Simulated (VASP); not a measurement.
# InAs (Fm-3m) in VASP: settings compared

Aim: see how the results for InAs move with the level of theory and the settings. Levels: r2SCAN, HSE06. Tasks: single point.

All numbers are computed with VASP 6.6.1; they aren't measurements. Logs are shortened: lines on timing, memory, paths and dates and some standing lists are left out, and cuts for length are marked.

## (1) The cell of the first run

Symmetry: Fm-3m, No. 225, cubic system. The conventional cell has a = 5.755 Å, b = 5.755 Å, c = 5.755 Å, α = 90.00°, β = 90.00°, γ = 90.00°. In (site symmetry m-3m) has 6 As at 2.88 Å within 3.8 Å. As (site symmetry m-3m) has 6 In at 2.88 Å within 3.8 Å.

## (2) Single point, r2SCAN

The input, POSCAR:

```
InAs
1.0
    0.0000000000      2.8773040000      2.8773040000
    2.8773040000      0.0000000000      2.8773040000
    2.8773040000      2.8773040000      0.0000000000
In As
1 1
Direct
    0.5000000000      0.5000000000      0.5000000000
    0.0000000000      0.0000000000      0.0000000000
```

The input, INCAR.step1:

```
PREC = Accurate ; ENCUT = 520
ISMEAR = -1 ; SIGMA = 0.05
LREAL = F ; LASPH = T
NELM = 60 ; NBANDS = 16
GGA = PE ; ALGO = Normal
EDIFF = 1E-4 ; LWAVE = T
LCHARG = F
```

The input, INCAR.step2:

```
PREC = Accurate ; ENCUT = 520
EDIFF = 1E-6 ; ISMEAR = -1
SIGMA = 0.05 ; LREAL = F
LASPH = T ; NELM = 60
ALGO = Normal ; ISIF = 2
LWAVE = F ; LCHARG = F
METAGGA = R2SCAN ; LMIXTAU = T
NBANDS = 16 ; ISTART = 1
```

The input, KPOINTS:

```
regular mesh
0
Gamma
  11 11 11
```

Potentials or basis: VASP PAW PBE potentials, release 64 (In_d, As).

Command:

```sh
> cat potpaw_PBE.64/In_d/POTCAR potpaw_PBE.64/As/POTCAR > POTCAR
> cp INCAR.step1 INCAR
> mpirun -np 1 vasp_std > vasp.out
> cp INCAR.step2 INCAR
> mpirun -np 1 vasp_std > vasp.out
```

OUTCAR:

```text
PREC = Accurate
   ENCUT = 520
   EDIFF = 1E-6
   ISMEAR = -1
   LREAL = F
   LASPH = T
   NELM = 60
   ISIF = 2
   METAGGA = R2SCAN
   ISTART = 1

 ion  position               nearest neighbor table
   1  0.500  0.500  0.500-   2 2.88   2 2.88   2 2.88   2 2.88   2 2.88   2 2.88
   2  0.000  0.000  0.000-   1 2.88   1 2.88   1 2.88   1 2.88   1 2.88   1 2.88

  LATTYP: Found a face centered cubic cell.
 ALAT       =     5.7546080000

  Lattice vectors:

 A1 = (   0.0000000000,   2.8773040000,   2.8773040000)
 A2 = (   2.8773040000,   0.0000000000,   2.8773040000)
 A3 = (   2.8773040000,   2.8773040000,   0.0000000000)

Analysis of symmetry for initial positions (statically):
=====================================================================
 Subroutine PRICEL returns:
 Original cell was already a primitive cell.

 Routine SETGRP: Setting up the symmetry group for a
 face centered cubic supercell.

 Subroutine GETGRP returns: Found 48 space group operations
 (whereof 48 operations were pure point group operations)
 out of a pool of 48 trial point group operations.

The static configuration has the point symmetry O_h .

Analysis of symmetry for dynamics (positions and initial velocities):
=====================================================================
 Subroutine PRICEL returns:
 Original cell was already a primitive cell.

 Routine SETGRP: Setting up the symmetry group for a
 face centered cubic supercell.

 Subroutine GETGRP returns: Found 48 space group operations
 (whereof 48 operations were pure point group operations)
 out of a pool of 48 trial point group operations.

The dynamic configuration has the point symmetry O_h .

 Subroutine INISYM returns: Found 48 space group operations
 (whereof 48 operations are pure point group operations),
 and found     1 'primitive' translations

----------------------------------------------------------------------------------------

                                     Primitive cell

  volume of cell :      47.6417

  direct lattice vectors                    reciprocal lattice vectors
     0.000000000  2.877304000  2.877304000    -0.173773783  0.173773783  0.173773783
     2.877304000  0.000000000  2.877304000     0.173773783 -0.173773783  0.173773783
     2.877304000  2.877304000  0.000000000     0.173773783  0.173773783 -0.173773783

  length of vectors
     4.069122340  4.069122340  4.069122340     0.300985021  0.300985021  0.300985021

  position of ions in fractional coordinates (direct lattice)
     0.500000000  0.500000000  0.500000000
     0.000000000  0.000000000  0.000000000

  ion indices of the primitive-cell ions
   primitive index   ion index
                 1           1
                 2           2

----------------------------------------------------------------------------------------

 KPOINTS: regular mesh

Automatic generation of k-mesh.
 Grid dimensions read from file:
 generate k-points for:   11   11   11

 Generating k-lattice:

  Cartesian coordinates                     Fractional coordinates (reciprocal lattice)
    -0.015797617  0.015797617  0.015797617     0.090909091  0.000000000  0.000000000
     0.015797617 -0.015797617  0.015797617     0.000000000  0.090909091  0.000000000
     0.015797617  0.015797617 -0.015797617     0.000000000  0.000000000  0.090909091

  Length of vectors
     0.027362275  0.027362275  0.027362275

  Shift w.r.t. Gamma in fractional coordinates (k-lattice)
     0.000000000  0.000000000  0.000000000

 Subroutine IBZKPT returns following result:
 ===========================================

 Found     56 irreducible k-points:

 Following reciprocal coordinates:
            Coordinates               Weight
  0.000000  0.000000  0.000000      1.000000
  0.090909  0.000000  0.000000      8.000000
  0.181818  0.000000  0.000000      8.000000
  0.272727  0.000000  0.000000      8.000000
  0.363636  0.000000  0.000000      8.000000
  0.454545  0.000000  0.000000      8.000000
[... 16 lines left out ...]
 -0.272727  0.181818  0.000000     24.000000
 -0.181818  0.181818  0.000000     12.000000
 [... further k-points ...]
   k-points           NKPTS =     56   k-points in BZ     NKDIM =     56   number of bands    NBANDS=     16
   number of dos      NEDOS =    301   number of ions     NIONS =      2
   total plane-waves  NPLWV =  27000
   dimension x,y,z NGX =    30 NGY =   30 NGZ =   30
   dimension x,y,z NGXF=    60 NGYF=   60 NGZF=   60
   ions per type =               1   1
   NGX,Y,Z   is equivalent  to a cutoff of  12.26, 12.26, 12.26 a.u.
   NGXF,Y,Z  is equivalent  to a cutoff of  24.51, 24.51, 24.51 a.u.
 SYSTEM =  unknown system
   PREC   = accura    normal or accurate (medium, high low for compatibility)
   ISTART =      1    job   : 0-new  1-cont  2-samecut
   ICHARG =      0    charge: 1-file 2-atom 10-const
   ISPIN  =      1    spin polarized calculation?
   LNONCOLLINEAR =      F non collinear calculations
   LSORBIT =      F    spin-orbit coupling
   LASPH  =      T    aspherical Exc in radial PAW
   ENCUT  =  520.0 eV  38.22 Ry    6.18 a.u.   7.57  7.57  7.57*2*pi/ulx,y,z
   NELM   =     60;   NELMIN=  2; NELMDL=  0     # of ELM steps
   EDIFF  = 0.1E-05   stopping-criterion for ELM
   LREAL  =      F    real-space projection
   EDIFFG = 0.1E-04   stopping-criterion for IOM
   NSW    =      0    number of steps for IOM
   IBRION =     -1    ionic relax: 0-MD 1-quasi-New 2-CG
   NFREE  =      0    steps in history (QN), initial steepest desc. (CG)
   ISIF   =      2    stress and relaxation
   ISYM   =      2    0-nonsym 1-usesym 2-fastsym
   POTIM  = 0.5000    time-step for ionic-motion
   TEBEG  =    0.0;   TEEND  =   0.0 temperature during run
   PSTRESS=    0.0 pullay stress
   NELECT =      18.0000    total number of electrons
   NUPDOWN=      -1.0000    fix difference up-down
   EMIN   =  10.00;   EMAX   =-10.00  energy-range for DOS
   EFERMI =   0.00;   METHOD = LEGACY
   ISMEAR =    -1;   SIGMA  =   0.05  broadening in eV -4-tet -1-fermi 0-gaus
   EFERMI_NEDOS =   21; number of points for ismear=-14 and -15
   IALGO  =     38    algorithm
   IMIX   =      4    mixing-type and parameters
     AMIX     =   0.40;   BMIX     =  1.00
     AMIX_MAG =   1.60;   BMIX_MAG =  1.00
  volume/ion in A,a.u.               =      23.82       160.75
  Fermi-wavevector in a.u.,A,eV,Ry     =   1.183505  2.236499 19.057448  1.400683
  Thomas-Fermi vector in A             =   2.319738
   LORBIT       =      0    0 simple, 1 ext, 2 COOP (PROOUT), +10 PAW based schemes
   METAGGA = R2SCAN    functional components
   LHFCALC =     F    Hartree Fock is set to
   AEXX    =    0.0000 exact exchange contribution
   IVDW    =     0    specifies the selected vdW correction
   LEPSILON=     F    determine dielectric tensor
   LRPA    =     F    only Hartree local field effects (RPA)
 non-spin polarized calculation
  energy-cutoff  :      520.00
  volume of cell :       47.64
 maximum number of plane-waves:      1305
   NGX = 15   NGY = 15   NGZ = 15

 number of electron      18.0000002 magnetization

 Free energy of the ion-electron system (eV)
  ---------------------------------------------------
  ext. energy  EPLUGINS =         0.00000000
  ---------------------------------------------------
  free energy    TOTEN  =       -37.57615393 eV

  energy without entropy =      -37.56947402  energy(sigma->0) =      -37.57281398

 E-fermi :   5.7203     XC(G=0): -10.6724

 val. band max:        5.7093413386   @ k =   0.4545   0.2727   0.0000
 cond. band min:       5.7568567126   @ k =  -0.0909   0.0909   0.0000
 fundamental gap:      0.0475153739
 Fermi energy:         5.7203253592

 k-point     1 :       0.0000    0.0000    0.0000
  band No.  band energies     occupation
      1      -9.1275      2.00000
      2      -9.1275      2.00000
      3      -9.0949      2.00000
      4      -9.0949      2.00000
      5      -9.0949      2.00000
      6      -6.8180      2.00000
[... 8 lines left out ...]
     15      13.7913      0.00000
     16      13.7913      0.00000

 k-point     2 :       0.0909    0.0000    0.0000
  band No.  band energies     occupation
      1      -9.1308      2.00000
      2      -9.1308      2.00000
      3      -9.0950      2.00000
      4      -9.0915      2.00000
      5      -9.0915      2.00000
      6      -6.7250      2.00000
[... 8 lines left out ...]
     15      13.7735      0.00000
     16      13.9111      0.00000

 k-point     3 :       0.1818    0.0000    0.0000
  band No.  band energies     occupation
      1      -9.1413      2.00000
      2      -9.1413      2.00000
      3      -9.0955      2.00000
      4      -9.0808      2.00000
      5      -9.0808      2.00000
      6      -6.4532      2.00000
[... 8 lines left out ...]
     15      14.3373      0.00000
     16      14.3373      0.00000

 k-point     4 :       0.2727    0.0000    0.0000
  band No.  band energies     occupation
      1      -9.1563      2.00000
      2      -9.1562      2.00000
      3      -9.0969      2.00000
      4      -9.0655      2.00000
      5      -9.0654      2.00000
      6      -6.0310      2.00000
[... 8 lines left out ...]
     15      15.2750      0.00000
     16      15.2750      0.00000

 k-point     5 :       0.3636    0.0000    0.0000
  band No.  band energies     occupation
      1      -9.1703      2.00000
      2      -9.1703      2.00000
      3      -9.0987      2.00000
      4      -9.0509      2.00000
      5      -9.0508      2.00000
      6      -5.5346      2.00000
[... 8 lines left out ...]
     15      16.5077      0.00000
     16      16.5077      0.00000

 k-point     6 :       0.4545    0.0000    0.0000
  band No.  band energies     occupation
      1      -9.1787      2.00000
      2      -9.1787      2.00000
      3      -9.1000      2.00000
      4      -9.0421      2.00000
      5      -9.0421      2.00000
      6      -5.1482      2.00000
[... 8 lines left out ...]
     15      17.8454      0.00000
     16      17.8454      0.00000

 k-point     7 :       0.0909    0.0909    0.0000
  band No.  band energies     occupation
      1      -9.1397      2.00000
      2      -9.1248      2.00000
      3      -9.0977      2.00000
      4      -9.0893      2.00000
      5      -9.0893      2.00000
      6      -6.6920      2.00000
[... 8 lines left out ...]
     15      14.6735      0.00000
     16      14.6735      0.00000

 k-point     8 :       0.1818    0.0909    0.0000
  band No.  band energies     occupation
      1      -9.1558      2.00000
      2      -9.1274      2.00000
      3      -9.0991      2.00000
      4      -9.0822      2.00000
      5      -9.0796      2.00000
      6      -6.4744      2.00000
[... 8 lines left out ...]
     15      14.9703      0.00000
     16      15.0867      0.00000

 k-point     9 :       0.2727    0.0909    0.0000
  band No.  band energies     occupation
      1      -9.1742      2.00000
      2      -9.1391      2.00000
      3      -9.0984      2.00000
      4      -9.0723      2.00000
      5      -9.0641      2.00000
      6      -6.0940      2.00000
[... 8 lines left out ...]
     15      15.4481      0.00000
     16      15.8634      0.00000
[... 172 lines left out ...]
 k-point    19 :       0.3636    0.1818    0.0000
  band No.  band energies     occupation
      1      -9.2389      2.00000
      2      -9.1316      2.00000
      3      -9.1045      2.00000
      4      -9.0578      2.00000
      5      -9.0457      2.00000
      6      -5.5060      2.00000
[... 8 lines left out ...]
     15      17.4045      0.00000
     16      17.7109      0.00000

 k-point    20 :       0.4545    0.1818    0.0000
  band No.  band energies     occupation
      1      -9.2483      2.00000
      2      -9.1464      2.00000
      3      -9.0977      2.00000
      4      -9.0550      2.00000
      5      -9.0368      2.00000
      6      -5.0348      2.00000
[... 8 lines left out ...]
     15      18.5181      0.00000
     16      18.7249      0.00000

 k-point    21 :      -0.4545    0.1818    0.0000
  band No.  band energies     occupation
      1      -9.2423      2.00000
      2      -9.1595      2.00000
      3      -9.0903      2.00000
      4      -9.0553      2.00000
      5      -9.0367      2.00000
      6      -4.7761      2.00000
[... 8 lines left out ...]
     15      17.6819      0.00000
     16      17.7529      0.00000

 k-point    22 :      -0.3636    0.1818    0.0000
  band No.  band energies     occupation
      1      -9.2227      2.00000
      2      -9.1674      2.00000
      3      -9.0862      2.00000
      4      -9.0572      2.00000
      5      -9.0449      2.00000
      6      -4.9350      2.00000
[... 8 lines left out ...]
     15      16.2853      0.00000
     16      17.3005      0.00000

 k-point    23 :      -0.2727    0.1818    0.0000
  band No.  band energies     occupation
      1      -9.1949      2.00000
      2      -9.1685      2.00000
      3      -9.0878      2.00000
      4      -9.0592      2.00000
      5      -9.0577      2.00000
      6      -5.3813      2.00000
[... 8 lines left out ...]
     15      15.8001      0.00000
     16      18.9322      0.00000

 k-point    24 :      -0.1818    0.1818    0.0000
  band No.  band energies     occupation
      1      -9.1664      2.00000
      2      -9.1634      2.00000
      3      -9.0925      2.00000
      4      -9.0701      2.00000
      5      -9.0629      2.00000
      6      -5.8637      2.00000
[... 8 lines left out ...]
     15      15.5513      0.00000
     16      17.5104      0.00000

 [... further k-points ...]

------------------------ aborting loop because EDIFF is reached ----------------------------------------

  FORCE on cell =-STRESS in cart. coord.  units (eV):
  Direction    XX          YY          ZZ          XY          YZ          ZX
  --------------------------------------------------------------------------------------
  -------------------------------------------------------------------------------------
  Total       -0.7025554     -0.7025554     -0.7025554      0.0000000      0.0000000     -0.0000000
  in kB      -23.6267456    -23.6267456    -23.6267456      0.0000000      0.0000000     -0.0000000
  external PRESSURE =     -23.6267456 kB  Pullay stress =       0.0000000 kB

 VOLUME and BASIS-vectors are now :
 -----------------------------------------------------------------------------
  energy-cutoff  :      520.00
  volume of cell :       47.64
      direct lattice vectors                 reciprocal lattice vectors
     0.000000000  2.877304000  2.877304000    -0.173773783  0.173773783  0.173773783
     2.877304000  0.000000000  2.877304000     0.173773783 -0.173773783  0.173773783
     2.877304000  2.877304000  0.000000000     0.173773783  0.173773783 -0.173773783

 POSITION                                       TOTAL-FORCE (eV/Angst)
 -----------------------------------------------------------------------------------
      2.87730      2.87730      2.87730        -0.000000      0.000000      0.000000
      0.00000      0.00000      0.00000         0.000000     -0.000000     -0.000000
 -----------------------------------------------------------------------------------
    total drift:                                0.000000      0.000000      0.000000

  FREE ENERGIE OF THE ION-ELECTRON SYSTEM (eV)
  ---------------------------------------------------
  free  energy   TOTEN  =       -37.5761539302 eV

  energy  without entropy=      -37.5694740228  energy(sigma->0) =      -37.57281398
```

It took 3.7 min on 1 thread of Intel Xeon 8259CL, shared host; peak memory 0.2 GiB.

What came out:

```
Free energy            : -37.5762 eV
Pressure               : -2.4 GPa
Band gap on the k mesh : zero (bands 9 and 10 overlap by 2.64 eV)
```

Levels at points of the mesh, in eV from the Fermi level:
```tsv
k point	band 7	band 8	band 9	band 10	band 11	band 12
(0.00, 0.00, 0.00)	-0.22	-0.22	-0.22	-0.20	7.67	7.67
```

Caveat: the PAW data sets were made with another functional, which shifts forces and pressure a little; spin-orbit coupling is left out, which moves the levels of the heavy elements.

## (3) Single point, r2SCAN

POSCAR is that of step 2.

The input, INCAR.step1:

```
SYSTEM = InAs
PREC     = Accurate       ! precision mode
ENCUT    = 520            ! plane-wave cutoff, eV
ISMEAR   = -1             ! smearing method
SIGMA    = 0.05           ! smearing width, eV
LREAL    = .FALSE.        ! projectors in reciprocal space
LASPH    = .TRUE.         ! aspherical terms in the spheres
NELM     = 60             ! most SCF steps
NBANDS   = 16             ! bands
GGA      = PE             ! functional
ALGO     = Normal         ! electronic algorithm
EDIFF    = 1E-4           ! SCF threshold, eV
LWAVE    = .TRUE.         ! write WAVECAR
LCHARG   = .FALSE.        ! write CHGCAR
```

The input, INCAR.step2:

```
SYSTEM = InAs
PREC     = Accurate       ! precision mode
ENCUT    = 520            ! plane-wave cutoff, eV
EDIFF    = 1E-6           ! SCF threshold, eV
ISMEAR   = -1             ! smearing method
SIGMA    = 0.05           ! smearing width, eV
LREAL    = .FALSE.        ! projectors in reciprocal space
LASPH    = .TRUE.         ! aspherical terms in the spheres
NELM     = 60             ! most SCF steps
ALGO     = Normal         ! electronic algorithm
ISIF     = 2              ! what is computed and relaxed
LWAVE    = .FALSE.        ! write WAVECAR
LCHARG   = .FALSE.        ! write CHGCAR
METAGGA  = R2SCAN         ! meta-GGA
LMIXTAU  = .TRUE.       
NBANDS   = 16             ! bands
ISTART   = 1
```

The input, KPOINTS:

```
regular mesh
0
G
  13 13 13
  0 0 0
```

Potentials or basis: VASP PAW PBE potentials, release 64 (In_d, As).

Command:

```sh
> cat potpaw_PBE.64/In_d/POTCAR potpaw_PBE.64/As/POTCAR > POTCAR
> cp INCAR.step1 INCAR
> mpirun -np 1 vasp_std > vasp.out
> cp INCAR.step2 INCAR
> mpirun -np 1 vasp_std > vasp.out
```

Wall time 6.2 min (1 thread of Intel Xeon 8259CL, shared host); peak memory 0.22 GiB.

Results (log left out):

* Free energy: -37.5721 eV
* Pressure: -2.3 GPa
* Band gap on the k mesh: zero (bands 9 and 10 overlap by 2.63 eV)

Levels at points of the mesh, in eV from the Fermi level:
```csv
k point,band 6,band 7,band 8,band 9,band 10,band 11,band 12,band 13
"(0.00, 0.00, 0.00)",-12.54,-0.22,-0.22,-0.22,-0.20,7.67,7.67,7.67
```

Caveat: the PAW data sets were made with another functional, which shifts forces and pressure a little; spin-orbit coupling is left out, which moves the levels of the heavy elements.

[end of part 1 of 2]
